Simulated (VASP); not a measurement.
Wanted: the native input for a VASP 6.6.1 run.

| Property | Result |
| --- | --- |
| Task | single point |
| Functional | PBE |
| Potentials or basis | VASP PAW PBE potentials, release 64 (Cs_sv, Pb_d, Br) |
| Cutoff | 520 eV |
| k mesh | 6 × 6 × 6 |
| Occupations | gaussian, width 0.05 eV |
| Spin | no spin polarisation |
| Dipole correction | no |
| Further INCAR settings | ALGO = Normal; EDIFF = 1e-06; NBANDS = 30 |

The structure of CsPbBr3 lies in POSCAR:

```
CsPbBr3
1.0
    5.6939000000      0.0000000000      0.0000000000
    0.0000000000      5.6939000000      0.0000000000
    0.0000000000      0.0000000000      5.6939000000
Cs Pb Br
1 1 3
Direct
    0.0000000000      0.0000000000      0.0000000000
    0.5000000000      0.5000000000      0.5000000000
    0.0000000000      0.5000000000      0.5000000000
    0.5000000000      0.0000000000      0.5000000000
    0.5000000000      0.5000000000      0.0000000000
```

This cell differs from its parent crystal: strain -0.030 along x and y, -0.030 along z.

The input as run:

INCAR

```
  PREC = Accurate
  ENCUT = 520
  EDIFF = 1E-6
  ISMEAR = 0
  SIGMA = 0.05
  LREAL = F
  LASPH = T
  NELM = 100
  ALGO = Normal
  ISIF = 2
  LWAVE = F
  LCHARG = F
  GGA = PE
  NBANDS = 30
```

KPOINTS

```
Automatic mesh
0
Gamma
  6 6 6
```

Potentials or basis: VASP PAW PBE potentials, release 64 (Cs_sv, Pb_d, Br).

Command:

```sh
$ cat potpaw_PBE.64/Cs_sv/POTCAR potpaw_PBE.64/Pb_d/POTCAR potpaw_PBE.64/Br/POTCAR > POTCAR
$ mpirun -np 1 vasp_std > vasp.out
```

Results of the run:

```json
{
 "Pressure": "4.3 GPa",
 "Band gap on the k mesh": "1.10 eV"
}
```

Caveat: the cell differs from its parent crystal (strain -0.030 along x and y, -0.030 along z); the cell stands under pressure; spin-orbit coupling is left out, which moves the levels of the heavy elements.

It took 59 s on 1 thread of Intel(R) Xeon(R) 6975P-C (Granite Rapids) (shared host), peak memory 0.32 GiB.
